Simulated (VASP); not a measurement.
# Sb (Im-3m) in VASP: notebook, part 2 of 2

VASP 6.6.1.

### Step 3. Relaxation of cell and atoms, PBE

INCAR reads:

```
PREC = Accurate
ENCUT = 600
EDIFF = 1E-6
ISMEAR = 0
SIGMA = 0.1
LREAL = F
LASPH = T
NELM = 100
ALGO = Fast
ISIF = 3
LWAVE = F
LCHARG = F
GGA = PE
IBRION = 2
NSW = 80
EDIFFG = -0.01
```

KPOINTS reads:

```
Automatic mesh
0
Gamma
  16 16 16
```

POSCAR reads:

```
Sb
1.0
   -1.8964368467      1.8964368467      1.8964368467
    1.8964368467     -1.8964368467      1.8964368467
    1.8964368467      1.8964368467     -1.8964368467
Sb
1
Direct
    0.0000000000      0.0000000000      0.0000000000
```

Potentials or basis: VASP PAW PBE potentials, release 64 (Sb).

Run with:

```bash
$ cat potpaw_PBE.64/Sb/POTCAR > POTCAR
$ mpirun -np 1 vasp_std > vasp.out
```

OUTCAR:

```text
PREC = Accurate
   ENCUT = 600
   EDIFF = 1E-6
   ISMEAR = 0
   LREAL = F
   LASPH = T
   NELM = 100
   ISIF = 3
   GGA = PE
   IBRION = 2
   NSW = 80
   EDIFFG = -0.01

 ion  position               nearest neighbor table
   1  0.000  0.000  0.000-

  LATTYP: Found a body centered cubic cell.
 ALAT       =     3.7928736934

  Lattice vectors:

 A1 = (  -1.8964368467,   1.8964368467,   1.8964368467)
 A2 = (   1.8964368467,  -1.8964368467,   1.8964368467)
 A3 = (   1.8964368467,   1.8964368467,  -1.8964368467)

Analysis of symmetry for initial positions (statically):
=====================================================================
 Subroutine PRICEL returns:
 Original cell was already a primitive cell.

 Routine SETGRP: Setting up the symmetry group for a
 body centered cubic supercell.

 Subroutine GETGRP returns: Found 48 space group operations
 (whereof 48 operations were pure point group operations)
 out of a pool of 48 trial point group operations.

The static configuration has the point symmetry O_h .

Analysis of symmetry for dynamics (positions and initial velocities):
=====================================================================
 Subroutine PRICEL returns:
 Original cell was already a primitive cell.

 Routine SETGRP: Setting up the symmetry group for a
 body centered cubic supercell.

 Subroutine GETGRP returns: Found 48 space group operations
 (whereof 48 operations were pure point group operations)
 out of a pool of 48 trial point group operations.

The dynamic configuration has the point symmetry O_h .

 Subroutine INISYM returns: Found 48 space group operations
 (whereof 48 operations are pure point group operations),
 and found     1 'primitive' translations

----------------------------------------------------------------------------------------

                                     Primitive cell

  volume of cell :      27.2819

  direct lattice vectors                    reciprocal lattice vectors
    -1.896436847  1.896436847  1.896436847     0.000000000  0.263652334  0.263652334
     1.896436847 -1.896436847  1.896436847     0.263652334  0.000000000  0.263652334
     1.896436847  1.896436847 -1.896436847     0.263652334  0.263652334  0.000000000

  length of vectors
     3.284724972  3.284724972  3.284724972     0.372860706  0.372860706  0.372860706

  position of ions in fractional coordinates (direct lattice)
     0.000000000  0.000000000  0.000000000

  ion indices of the primitive-cell ions
   primitive index   ion index
                 1           1

----------------------------------------------------------------------------------------

 KPOINTS: Automatic mesh

Automatic generation of k-mesh.
 Grid dimensions read from file:
 generate k-points for:   16   16   16

 Generating k-lattice:

  Cartesian coordinates                     Fractional coordinates (reciprocal lattice)
     0.000000000  0.016478271  0.016478271     0.062500000  0.000000000  0.000000000
[... 42 lines left out ...]
   number of dos      NEDOS =    301   number of ions     NIONS =      1
   total plane-waves  NPLWV =  21952
   dimension x,y,z NGX =    28 NGY =   28 NGZ =   28
   dimension x,y,z NGXF=    56 NGYF=   56 NGZF=   56
   ions per type =               1
   NGX,Y,Z   is equivalent  to a cutoff of  14.17, 14.17, 14.17 a.u.
   NGXF,Y,Z  is equivalent  to a cutoff of  28.34, 28.34, 28.34 a.u.
 SYSTEM =  unknown system
   PREC   = accura    normal or accurate (medium, high low for compatibility)
   ISTART =      0    job   : 0-new  1-cont  2-samecut
   ICHARG =      2    charge: 1-file 2-atom 10-const
   ISPIN  =      1    spin polarized calculation?
   LNONCOLLINEAR =      F non collinear calculations
   LSORBIT =      F    spin-orbit coupling
   LASPH  =      T    aspherical Exc in radial PAW
   ENCUT  =  600.0 eV  44.10 Ry    6.64 a.u.   6.56  6.56  6.56*2*pi/ulx,y,z
   NELM   =    100;   NELMIN=  2; NELMDL= -5     # of ELM steps
   EDIFF  = 0.1E-05   stopping-criterion for ELM
   LREAL  =      F    real-space projection
   EDIFFG = -.1E-01   stopping-criterion for IOM
   NSW    =     80    number of steps for IOM
   IBRION =      2    ionic relax: 0-MD 1-quasi-New 2-CG
   NFREE  =      1    steps in history (QN), initial steepest desc. (CG)
   ISIF   =      3    stress and relaxation
   ISYM   =      2    0-nonsym 1-usesym 2-fastsym
   POTIM  = 0.5000    time-step for ionic-motion
   TEBEG  =    0.0;   TEEND  =   0.0 temperature during run
   PSTRESS=    0.0 pullay stress
   NELECT =       5.0000    total number of electrons
   NUPDOWN=      -1.0000    fix difference up-down
   EMIN   =  10.00;   EMAX   =-10.00  energy-range for DOS
   EFERMI =   0.00;   METHOD = LEGACY
   ISMEAR =     0;   SIGMA  =   0.10  broadening in eV -4-tet -1-fermi 0-gaus
   EFERMI_NEDOS =   21; number of points for ismear=-14 and -15
   IALGO  =     68    algorithm
   IMIX   =      4    mixing-type and parameters
     AMIX     =   0.40;   BMIX     =  1.00
     AMIX_MAG =   1.60;   BMIX_MAG =  1.00
  volume/ion in A,a.u.               =      27.28       184.11
  Fermi-wavevector in a.u.,A,eV,Ry     =   0.929908  1.757271 11.765340  0.864728
  Thomas-Fermi vector in A             =   2.056240
   LORBIT       =      0    0 simple, 1 ext, 2 COOP (PROOUT), +10 PAW based schemes
   GGA     = PE    functional components
   LHFCALC =     F    Hartree Fock is set to
   AEXX    =    0.0000 exact exchange contribution
   IVDW    =     0    specifies the selected vdW correction
   LEPSILON=     F    determine dielectric tensor
   LRPA    =     F    only Hartree local field effects (RPA)
 conjugate gradient relaxation of ions
 non-spin polarized calculation
 RMM-DIIS sequential band-by-band and
 Gauss-broadening in eV      SIGMA  =   0.10
  energy-cutoff  :      600.00
  volume of cell :       27.28
 maximum number of plane-waves:       941
 NGX is ok and might be reduce to    28
   NGX = 13   NGY = 13   NGZ = 13

--------------------------------------- Ionic step        1  -------------------------------------------

 number of electron       5.0000000 magnetization

 Free energy of the ion-electron system (eV)
  ---------------------------------------------------
  ext. energy  EPLUGINS =         0.00000000
  ---------------------------------------------------
  free energy    TOTEN  =        -3.90857385 eV

  energy without entropy =       -3.90481509  energy(sigma->0) =       -3.90669447

------------------------ aborting loop because EDIFF is reached ----------------------------------------

  FORCE on cell =-STRESS in cart. coord.  units (eV):
  Direction    XX          YY          ZZ          XY          YZ          ZX
  --------------------------------------------------------------------------------------
  -------------------------------------------------------------------------------------
  Total       -0.0272749     -0.0272749     -0.0272749     -0.0000000      0.0000000      0.0000000
  in kB       -1.6017630     -1.6017630     -1.6017630     -0.0000000      0.0000000      0.0000000
  external PRESSURE =      -1.6017630 kB  Pullay stress =       0.0000000 kB
[... 57 lines left out ...]
--------------------------------------- Ionic step        3  -------------------------------------------

 number of electron       5.0000000 magnetization

 Free energy of the ion-electron system (eV)
  ---------------------------------------------------
  ext. energy  EPLUGINS =         0.00000000
  ---------------------------------------------------
  free energy    TOTEN  =        -3.90861450 eV

  energy without entropy =       -3.90485000  energy(sigma->0) =       -3.90673225

 E-fermi :   8.2565     XC(G=0): -10.1846

 val. band max:        8.2533937299   @ k =   0.3125   0.1250   0.0625
 cond. band min:       8.2811195889   @ k =   0.1875   0.1875   0.0625
 fundamental gap:      0.0277258591
 Fermi energy:         8.2565113589

 k-point     1 :       0.0000    0.0000    0.0000
  band No.  band energies     occupation
      1      -4.4463      2.00000
      2      13.7235      0.00000
      3      13.7235      0.00000
      4      13.7235      0.00000
      5      18.8216      0.00000
      6      18.8216      0.00000
[... 199 lines left out ...]
 k-point    24 :       0.2500    0.1875    0.0000
  band No.  band energies     occupation
      1      -1.5863      2.00000
      2       5.5595      2.00000
      3       7.9862      1.99987
      4      11.3054      0.00000
      5      16.3749      0.00000
      6      17.7780      0.00000

 [... further k-points ...]

------------------------ aborting loop because EDIFF is reached ----------------------------------------

  FORCE on cell =-STRESS in cart. coord.  units (eV):
  Direction    XX          YY          ZZ          XY          YZ          ZX
  --------------------------------------------------------------------------------------
  -------------------------------------------------------------------------------------
  Total        0.0004084      0.0004084      0.0004084     -0.0000000      0.0000000     -0.0000000
  in kB        0.0240497      0.0240497      0.0240497     -0.0000000      0.0000000     -0.0000000
  external PRESSURE =       0.0240497 kB  Pullay stress =       0.0000000 kB
[... 16 lines left out ...]
  FREE ENERGIE OF THE ION-ELECTRON SYSTEM (eV)
  ---------------------------------------------------
  free  energy   TOTEN  =        -3.9086145048 eV

  energy  without entropy=       -3.9048499980  energy(sigma->0) =       -3.90673225

 reached required accuracy - stopping structural energy minimisation
```

OSZICAR:

```text
N       E                     dE             d eps       ncg     rms          rms(c)
DAV:   1     0.938533514959E+01    0.93853E+01   -0.17765E+03  1746   0.618E+02
DAV:   2    -0.370640141232E+01   -0.13092E+02   -0.12582E+02  2544   0.787E+01
DAV:   3    -0.391075302588E+01   -0.20435E+00   -0.19894E+00  2070   0.105E+01
[... 15 lines left out ...]
       N       E                     dE             d eps       ncg     rms          rms(c)
DAV:   1    -0.390862448100E+01   -0.15307E-04   -0.25455E-04  2100   0.920E-02    0.276E-02
RMM:   2    -0.390861825803E+01    0.62230E-05   -0.36529E-06  1740   0.167E-02    0.161E-02
RMM:   3    -0.390861451147E+01    0.37466E-05   -0.47610E-06  1740   0.147E-02    0.105E-03
RMM:   4    -0.390861450480E+01    0.66718E-08   -0.21167E-07   945   0.451E-03
   3 F= -.39086145E+01 E0= -.39067323E+01  d E =-.406562E-04
```

CONTCAR:

```text
Sb
   1.00000000000000
    -1.8946370965751387    1.8946370965751387    1.8946370965751387
     1.8946370965751387   -1.8946370965751387    1.8946370965751387
     1.8946370965751387    1.8946370965751387   -1.8946370965751387
  Sb
     1
Direct
     0.0000000000000000    0.0000000000000000    0.0000000000000000

  0.00000000E+00  0.00000000E+00  0.00000000E+00
```

Wall time 26 s (1 thread of AMD EPYC 9R45 (Zen 5), shared host); peak memory 0.15 GiB.

Results:

```yaml
Free_energy: -3.9086 eV
Relaxed_volume: 27.20 Å³/atom
Relaxed_cell: a = 3.282 Å, b = 3.282 Å, c = 3.282 Å, α = 109.47°, β = 109.47°, γ = 109.47°
Space_group_after_relaxing_to_0.1_Å: Im-3m (No. 229)
Energy_gained_by_relaxing: 0.0 meV/atom
Ionic_steps: 3
Pressure_after_relaxing: 0.0 GPa
Band_gap_on_the_k_mesh: zero (an odd number of electrons rules out a gap without spin polarisation)
```

Final structure:
```yaml
crystal:
  lattice:
    - [-1.89464, 1.89464, 1.89464]
    - [1.89464, -1.89464, 1.89464]
    - [1.89464, 1.89464, -1.89464]
  atoms:
    - { symbol: Sb, position: [0.00000, 0.00000, 0.00000] }
```

Caveat: spin-orbit coupling is left out, which moves the levels of the heavy elements.

The gap in the log of VASP goes by the Fermi energy; the results here count the filled bands.